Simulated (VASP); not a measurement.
Wanted: the native input for a VASP 6.6.1 run.

```yaml
Task: single point
Functional: PBEsol
Potentials_or_basis: VASP PAW PBE potentials, release 64 (Zn)
Cutoff: 520 eV
k_mesh: 18 × 18 × 18
Occupations: gaussian, width 0.1 eV
Spin: no spin polarisation
Dipole_correction: no
Further_INCAR_settings: ALGO = Normal; EDIFF = 1e-07; NBANDS = 12
```

The structure of Zn lies in POSCAR:

```
Zn
1.0
    0.0000000000      1.9192176128      1.9192176128
    1.9192176128      0.0000000000      1.9192176128
    1.9192176128      1.9192176128      0.0000000000
Zn
1
Direct
    0.0000000000      0.0000000000      0.0000000000
```

The input as run:

INCAR

```
SYSTEM = Zn
  PREC = Accurate
  ENCUT = 520
  EDIFF = 1E-7
  ISMEAR = 0
  SIGMA = 0.1
  LREAL = .False.
  LASPH = .True.
  NELM = 100
  ALGO = Normal
  ISIF = 2
  LWAVE = .False.
  LCHARG = .False.
  GGA = PS
  NBANDS = 12
```

KPOINTS

```
Automatic mesh
0
Gamma
  18 18 18
  0 0 0
```

Potentials or basis: VASP PAW PBE potentials, release 64 (Zn).

Command:

```bash
$ cat potpaw_PBE.64/Zn/POTCAR > POTCAR
$ mpirun -np 1 vasp_std > vasp.out
```

Results of the run:

| Property | Result |
| --- | --- |
| Pressure | 0.4 GPa |
| Band gap on the k mesh | zero (band 6 reaches 5.16 eV, above the bottom of band 7 at 2.16 eV) |

Caveat: the PAW data sets were made with another functional, which shifts forces and pressure a little.

Wall time 14 s on 1 thread of Intel(R) Xeon(R) Platinum 8375C CPU @ 2.90GHz (Ice Lake) (shared host), peak memory 0.14 GiB.
